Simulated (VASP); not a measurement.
Crystal: NaHf2.

```
CELL_PARAMETERS angstrom
3.91504 0.00000 0.00000
-1.95752 3.39052 0.00000
0.00000 0.00000 4.22720
ATOMIC_POSITIONS crystal
Na 0.00000 0.00000 0.00000
Hf 0.33333 0.66667 0.50000
Hf 0.66667 0.33333 0.50000
```

- Program: VASP 6.6.1
- Task: relaxation of cell and atoms
- Functional: PBE
- Potentials or basis: VASP PAW PBE potentials, release 64 (Na_pv, Hf_pv)
- Cutoff: 600 eV
- k mesh: 6 × 6 × 4
- Occupations: gaussian, width 0.1 eV
- Spin: no spin polarisation

At the start: pressure 42.3 GPa; volume 18.70 Å³/atom.

Task: How do energy, volume and symmetry change on relaxing?

Result: Over 13 steps the energy falls by 2254.4 meV/atom and the volume is 23.83 Å³/atom (+27.4 %); space group P6/mmm (No. 191, to 0.05 Å).

The path:
```csv
step,energy change (eV),largest force (eV/Å),pressure (GPa),volume (Å³)
1,0.0000,0.0000,42.28,56.11
2,-4.4331,0.0000,-6.54,104.07
3,-4.6089,0.0000,-2.18,90.50
4,-4.6193,0.0000,-3.47,93.50
5,-5.2884,0.0000,-4.46,87.64
6,-6.3757,0.0000,-3.92,77.51
7,0.5203,0.0000,74.11,52.74
8,-6.4795,0.0000,-3.40,76.14
9,-6.7468,0.0000,1.78,69.37
10,-6.7437,0.0000,2.34,68.80
11,-6.7502,0.0000,-1.77,73.85
12,-6.7632,0.0000,-0.03,71.54
13,-6.7632,0.0000,0.02,71.48
```

Final structure:
```
Na Hf
1.0
     5.40728    0.00000    0.00000
    -2.70364    4.68284    0.00000
     0.00000    0.00000    2.82289
Na Hf
1 2
Direct
  0.00000 0.00000 0.00000
  0.33333 0.66667 0.50000
  0.66667 0.33333 0.50000
```

Caveat: the k points lie up to 0.56 Å⁻¹ apart in the final cell; the volume moved by over 15 % at a fixed basis, so the end points are rough.
